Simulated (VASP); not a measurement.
**Be2S: single point with PBE**

Be2S:

```
Be S
1.0
    -2.29427    2.29427    3.18985
     2.29427   -2.29427    3.18985
     2.29427    2.29427   -3.18985
Be S
4 2
Direct
  0.31779 0.18221 0.50000
  0.81779 0.31779 0.13559
  0.68221 0.81779 0.50000
  0.18221 0.68221 0.86441
  0.75000 0.75000 0.00000
  0.25000 0.25000 0.00000
```

| Quantity | Value |
| --- | --- |
| Program | VASP 6.6.1 |
| Task | single point |
| Functional | PBE |
| Potentials or basis | VASP PAW PBE potentials, release 64 (Be, S) |
| Cutoff | 520 eV |
| k mesh | 12 × 12 × 12 |
| Occupations | gaussian, width 0.1 eV |
| Spin | no spin polarisation |
| Dipole correction | no |
| Further INCAR settings | ALGO = Normal; EDIFF = 1e-06; NBANDS = 19 |

```json
{
 "Pressure": "0.0 GPa",
 "Band gap on the k mesh": "zero (bands 10 and 11 overlap by 2.54 eV)"
}
```

Forces in eV/Å, atoms in the order of the input:
```
Be   0.001 -0.001  0.000
Be  -0.001 -0.001  0.000
Be  -0.001  0.001  0.000
Be   0.001  0.001  0.000
S    0.000  0.000  0.000
S    0.000  0.000  0.000
```

Levels at points of the mesh, in eV from the Fermi level:
```tsv
k point	band 8	band 9	band 10	band 11	band 12	band 13
(0.00, 0.00, 0.00)	-4.32	-2.49	-1.93	-1.33	-1.33	0.99
(0.50, 0.00, 0.00)	-5.68	-0.80	-0.80	1.85	1.85	3.02
(0.50, 0.50, 0.00)	-3.39	-1.83	0.74	1.20	2.62	2.93
(0.50, 0.50, 0.50)	-2.46	-2.31	1.21	1.21	1.82	2.19
```

Run time: 86 s on 1 thread of Intel(R) Xeon(R) 6975P-C (Granite Rapids), on a shared host, peak memory 0.3 GiB.
